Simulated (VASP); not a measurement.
# TiCo (Pm-3m) in VASP: notebook

TiCo is run at these levels: PBEsol+D3(BJ); tasks: single point.

Everything below comes from runs of VASP 6.6.1. Logs are shortened: lines on timing, memory, paths and dates and some standing lists are left out, and cuts for length are marked.

## Step 1: The cell of the first run

Symmetry: Pm-3m, No. 221, cubic system. Conventional cell: a = 2.986 Å, b = 2.986 Å, c = 2.986 Å, α = 90.00°, β = 90.00°, γ = 90.00°. Within 3.4 Å of Ti (site symmetry m-3m) lie 8 Co at 2.59 Å and 6 Ti at 2.99 Å. Co (site symmetry m-3m) has 8 Ti at 2.59 Å and 6 Co at 2.99 Å within 3.4 Å.

## Step 2: Single point, PBEsol+D3(BJ), collinear spin, ferromagnetic start

Input file INCAR:

```
ALGO     = Normal         # electronic algorithm
EDIFF    = 1E-6           # SCF threshold, eV
ENCUT    = 600            # plane-wave cutoff, eV
GGA      = PS             # functional
GGA_COMPAT= F            
ISIF     = 2              # what is computed and relaxed
ISMEAR   = 1              # smearing method
ISPIN    = 2              # spin polarisation
IVDW     = 12             # dispersion correction
LASPH    = T              # aspherical terms in the spheres
LCHARG   = F              # write CHGCAR
LMAXMIX  = 4              # l up to which the mixer works
LORBIT   = 11             # projections on sites
LREAL    = F              # projectors in reciprocal space
LWAVE    = F              # write WAVECAR
MAGMOM   = 0.41 1.59      # initial moments
NBANDS   = 22             # bands
NELM     = 200            # most SCF steps
NUPDOWN  = 2.0            # fixed moment
PREC     = Accurate       # precision mode
SIGMA    = 0.1            # smearing width, eV
```

Input file KPOINTS:

```
k-points
0
Gamma
  5 5 5
```

Input file POSCAR:

```
TiCo
1.0
    2.9861110000      0.0000000000      0.0000000000
    0.0000000000      2.9861110000      0.0000000000
    0.0000000000      0.0000000000      2.9861110000
Ti Co
1 1
Direct
    0.0000000000      0.0000000000      0.0000000000
    0.5000000000      0.5000000000      0.5000000000
```

Potentials or basis: VASP PAW PBE potentials, release 64 (Ti_sv, Co).

Run with:

```bash
$ cat potpaw_PBE.64/Ti_sv/POTCAR potpaw_PBE.64/Co/POTCAR > POTCAR
$ mpirun -np 1 vasp_std > vasp.out
```

OUTCAR:

```text
EDIFF = 1E-6
   ENCUT = 600
   GGA = PS
   ISIF = 2
   ISMEAR = 1
   ISPIN = 2
   IVDW = 12
   LASPH = T
   LORBIT = 11
   LREAL = F
   NELM = 200
   NUPDOWN = 2.0
   PREC = Accurate
 IVDW          = 12

 ion  position               nearest neighbor table
   1  0.000  0.000  0.000-   2 2.59   2 2.59   2 2.59   2 2.59   2 2.59   2 2.59   2 2.59   2 2.59

   2  0.500  0.500  0.500-   1 2.59   1 2.59   1 2.59   1 2.59   1 2.59   1 2.59   1 2.59   1 2.59

  LATTYP: Found a simple cubic cell.
 ALAT       =     2.9861110000

  Lattice vectors:

 A1 = (   2.9861110000,   0.0000000000,   0.0000000000)
 A2 = (   0.0000000000,   2.9861110000,   0.0000000000)
 A3 = (   0.0000000000,   0.0000000000,   2.9861110000)

Analysis of symmetry for initial positions (statically):
=====================================================================
 Subroutine PRICEL returns:
 Original cell was already a primitive cell.

 Routine SETGRP: Setting up the symmetry group for a
 simple cubic supercell.

 Subroutine GETGRP returns: Found 48 space group operations
 (whereof 48 operations were pure point group operations)
 out of a pool of 48 trial point group operations.

The static configuration has the point symmetry O_h .

Analysis of symmetry for dynamics (positions and initial velocities):
=====================================================================
 Subroutine PRICEL returns:
 Original cell was already a primitive cell.

 Routine SETGRP: Setting up the symmetry group for a
 simple cubic supercell.

 Subroutine GETGRP returns: Found 48 space group operations
 (whereof 48 operations were pure point group operations)
 out of a pool of 48 trial point group operations.

The dynamic configuration has the point symmetry O_h .

Analysis of structural, dynamic, and magnetic symmetry:
=====================================================================
 Subroutine PRICEL returns:
 Original cell was already a primitive cell.

 Routine SETGRP: Setting up the symmetry group for a
 simple cubic supercell.

 Subroutine GETGRP returns: Found 48 space group operations
 (whereof 48 operations were pure point group operations)
 out of a pool of 48 trial point group operations.

The overall configuration has the point symmetry O_h .

 Subroutine INISYM returns: Found 48 space group operations
 (whereof 48 operations are pure point group operations),
 and found     1 'primitive' translations

----------------------------------------------------------------------------------------

                                     Primitive cell

  volume of cell :      26.6267

  direct lattice vectors                    reciprocal lattice vectors
     2.986111000  0.000000000  0.000000000     0.334883733  0.000000000  0.000000000
     0.000000000  2.986111000  0.000000000     0.000000000  0.334883733  0.000000000
     0.000000000  0.000000000  2.986111000     0.000000000  0.000000000  0.334883733

  length of vectors
     2.986111000  2.986111000  2.986111000     0.334883733  0.334883733  0.334883733

  position of ions in fractional coordinates (direct lattice)
     0.000000000  0.000000000  0.000000000
     0.500000000  0.500000000  0.500000000

  ion indices of the primitive-cell ions
   primitive index   ion index
                 1           1
                 2           2

----------------------------------------------------------------------------------------

 KPOINTS: k-points

Automatic generation of k-mesh.
 Grid dimensions read from file:
 generate k-points for:    5    5    5

 Generating k-lattice:

  Cartesian coordinates                     Fractional coordinates (reciprocal lattice)
     0.066976747  0.000000000  0.000000000     0.200000000  0.000000000  0.000000000
     0.000000000  0.066976747  0.000000000     0.000000000  0.200000000  0.000000000
     0.000000000  0.000000000  0.066976747     0.000000000  0.000000000  0.200000000

  Length of vectors
     0.066976747  0.066976747  0.066976747

  Shift w.r.t. Gamma in fractional coordinates (k-lattice)
     0.000000000  0.000000000  0.000000000

 Subroutine IBZKPT returns following result:
 ===========================================

 Found     10 irreducible k-points:

 Following reciprocal coordinates:
            Coordinates               Weight
  0.000000  0.000000  0.000000      1.000000
  0.200000  0.000000  0.000000      6.000000
  0.400000  0.000000  0.000000      6.000000
  0.200000  0.200000  0.000000     12.000000
  0.400000  0.200000  0.000000     24.000000
  0.400000  0.400000  0.000000     12.000000
  0.200000  0.200000  0.200000      8.000000
  0.400000  0.200000  0.200000     24.000000
  0.400000  0.400000  0.200000     24.000000
  0.400000  0.400000  0.400000      8.000000
   k-points           NKPTS =     10   k-points in BZ     NKDIM =     10   number of bands    NBANDS=     22
   number of dos      NEDOS =    301   number of ions     NIONS =      2
   total plane-waves  NPLWV =  13824
   dimension x,y,z NGX =    24 NGY =   24 NGZ =   24
   dimension x,y,z NGXF=    48 NGYF=   48 NGZF=   48
   ions per type =               1   1
   NGX,Y,Z   is equivalent  to a cutoff of  13.36, 13.36, 13.36 a.u.
   NGXF,Y,Z  is equivalent  to a cutoff of  26.72, 26.72, 26.72 a.u.
 SYSTEM =  unknown system
   PREC   = accura    normal or accurate (medium, high low for compatibility)
   ISTART =      0    job   : 0-new  1-cont  2-samecut
   ICHARG =      2    charge: 1-file 2-atom 10-const
   ISPIN  =      2    spin polarized calculation?
   LNONCOLLINEAR =      F non collinear calculations
   LSORBIT =      F    spin-orbit coupling
   LASPH  =      T    aspherical Exc in radial PAW
   ENCUT  =  600.0 eV  44.10 Ry    6.64 a.u.   5.96  5.96  5.96*2*pi/ulx,y,z
   NELM   =    200;   NELMIN=  2; NELMDL= -5     # of ELM steps
   EDIFF  = 0.1E-05   stopping-criterion for ELM
   LREAL  =      F    real-space projection
   EDIFFG = 0.1E-04   stopping-criterion for IOM
   NSW    =      0    number of steps for IOM
   IBRION =     -1    ionic relax: 0-MD 1-quasi-New 2-CG
   NFREE  =      0    steps in history (QN), initial steepest desc. (CG)
   ISIF   =      2    stress and relaxation
   ISYM   =      2    0-nonsym 1-usesym 2-fastsym
   POTIM  = 0.5000    time-step for ionic-motion
   TEBEG  =    0.0;   TEEND  =   0.0 temperature during run
   PSTRESS=    0.0 pullay stress
   NELECT =      21.0000    total number of electrons
   NUPDOWN=       2.0000    fix difference up-down
   EMIN   =  10.00;   EMAX   =-10.00  energy-range for DOS
   EFERMI =   0.00;   METHOD = LEGACY
   ISMEAR =     1;   SIGMA  =   0.10  broadening in eV -4-tet -1-fermi 0-gaus
   EFERMI_NEDOS =   21; number of points for ismear=-14 and -15
   IALGO  =     38    algorithm
   IMIX   =      4    mixing-type and parameters
     AMIX     =   0.40;   BMIX     =  1.00
     AMIX_MAG =   1.60;   BMIX_MAG =  1.00
  volume/ion in A,a.u.               =      13.31        89.84
  Fermi-wavevector in a.u.,A,eV,Ry     =   1.512546  2.858298 31.127354  2.287796
  Thomas-Fermi vector in A             =   2.622456
   LORBIT       =     11    0 simple, 1 ext, 2 COOP (PROOUT), +10 PAW based schemes
   GGA     = PS    functional components
   LHFCALC =     F    Hartree Fock is set to
   AEXX    =    0.0000 exact exchange contribution
   IVDW    =    12    specifies the selected vdW correction
   LEPSILON=     F    determine dielectric tensor
   LRPA    =     F    only Hartree local field effects (RPA)
 spin polarized calculation
 Methfessel and Paxton  Order N= 1 SIGMA  =   0.10
  energy-cutoff  :      600.00
  volume of cell :       26.63
 maximum number of plane-waves:       904
 NGX is ok and might be reduce to    24
   NGX = 11   NGY = 11   NGZ = 11

 number of electron      20.9999983 magnetization       1.9999995

 Free energy of the ion-electron system (eV)
  ---------------------------------------------------
  ext. energy  EPLUGINS =         0.00000000
  ---------------------------------------------------
  free energy    TOTEN  =       -16.37060037 eV

  energy without entropy =      -16.36994470  energy(sigma->0) =      -16.37038182

 E-fermi :   8.7197     XC(G=0): -12.7196

 val. band max:        9.9179395134   @ k =   0.2000   0.2000   0.0000
 cond. band min:       8.7409661022   @ k =   0.4000   0.4000   0.2000
 fundamental gap:     -1.1769734112
 Fermi energy:        10.0471886562

 spin component 1

 k-point     1 :       0.0000    0.0000    0.0000
  band No.  band energies     occupation
      1     -46.9963      1.00000
      2     -23.2055      1.00000
      3     -23.2055      1.00000
      4     -23.2055      1.00000
      5       1.8793      1.00000
      6       5.3499      1.00000
[... 14 lines left out ...]
     21      28.8022      0.00000
     22      30.5146      0.00000
[... 201 lines left out ...]
 k-point    10 :       0.4000    0.4000    0.4000
  band No.  band energies     occupation
      1     -46.9116      1.00000
      2     -23.4183      1.00000
      3     -23.4171      1.00000
      4     -23.4171      1.00000
      5       6.4838      1.00000
      6       6.7036      1.00000
[... 14 lines left out ...]
     21      21.5138      0.00000
     22      25.3845      0.00000
 Fermi energy:         8.7196510800

 spin component 2

 k-point     1 :       0.0000    0.0000    0.0000
  band No.  band energies     occupation
      1     -46.6194      1.00000
      2     -22.8285      1.00000
      3     -22.8285      1.00000
      4     -22.8285      1.00000
      5       2.2506      1.00000
      6       6.4846      1.00000
[... 14 lines left out ...]
     21      29.4419      0.00000
     22      30.7943      0.00000
[... 202 lines left out ...]
  band No.  band energies     occupation
      1     -46.5349      1.00000
      2     -23.0400      1.00000
      3     -23.0388      1.00000
      4     -23.0388      1.00000
      5       7.2904      1.00000
      6       7.5975      1.00000
[... 14 lines left out ...]
     21      21.9404      0.00000
     22      25.7437      0.00000

------------------------ aborting loop because EDIFF is reached ----------------------------------------

 Edisp (eV)   -1.03517

 E8    (eV) :    -0.7095

  FORCE on cell =-STRESS in cart. coord.  units (eV):
  Direction    XX          YY          ZZ          XY          YZ          ZX
  --------------------------------------------------------------------------------------
  -------------------------------------------------------------------------------------
  Total      -1.48541    -1.48541    -1.48541    -0.00000     0.00000     0.00000
  in kB     -89.37955   -89.37955   -89.37955    -0.00000     0.00000     0.00000
  external pressure =      -89.38 kB  Pullay stress =        0.00 kB

 VOLUME and BASIS-vectors are now :
 -----------------------------------------------------------------------------
  energy-cutoff  :      600.00
  volume of cell :       26.63
      direct lattice vectors                 reciprocal lattice vectors
     2.986111000  0.000000000  0.000000000     0.334883733  0.000000000  0.000000000
     0.000000000  2.986111000  0.000000000     0.000000000  0.334883733  0.000000000
     0.000000000  0.000000000  2.986111000     0.000000000  0.000000000  0.334883733

 POSITION                                       TOTAL-FORCE (eV/Angst)
 -----------------------------------------------------------------------------------
      0.00000      0.00000      0.00000         0.000000      0.000000      0.000000
      1.49306      1.49306      1.49306         0.000000      0.000000      0.000000
 -----------------------------------------------------------------------------------
    total drift:                                0.000000      0.000000     -0.000000

  FREE ENERGIE OF THE ION-ELECTRON SYSTEM (eV)
  ---------------------------------------------------
  free  energy   TOTEN  =       -17.4057730706 eV

  energy  without entropy=      -17.4051173999  energy(sigma->0) =      -17.40555451

 total charge

# of ion       s       p       d       tot
------------------------------------------
    1        2.247   6.166   1.919  10.332
    2        0.536   0.454   7.273   8.263
--------------------------------------------------
tot          2.783   6.620   9.192  18.595

 magnetization (x)

# of ion       s       p       d       tot
------------------------------------------
    1        0.004   0.024   0.376   0.404
    2        0.036   0.067   1.337   1.440
--------------------------------------------------
tot          0.039   0.092   1.713   1.845
```

Wall time 6.9 s (1 thread of Intel Xeon 6975P-C (Granite Rapids), shared host); peak memory 0.15 GiB.

Results:

* Free energy: -17.4058 eV
* Pressure: -8.9 GPa
* Net moment: 2.00 μB per cell
* Site moments: Ti +0.40; Co +1.44 μB
* Valence electrons inside the program's atomic spheres: Ti 10.33; Co 8.26
* Dispersion energy per atom: -0.518 eV

Caveat: the k points lie up to 0.42 Å⁻¹ apart; the PAW data sets were made with another functional, which shifts forces and pressure a little; the total moment is fixed, so each spin has its own Fermi level and the state may be an excited one.

(Part 1 of 3 ends here.)
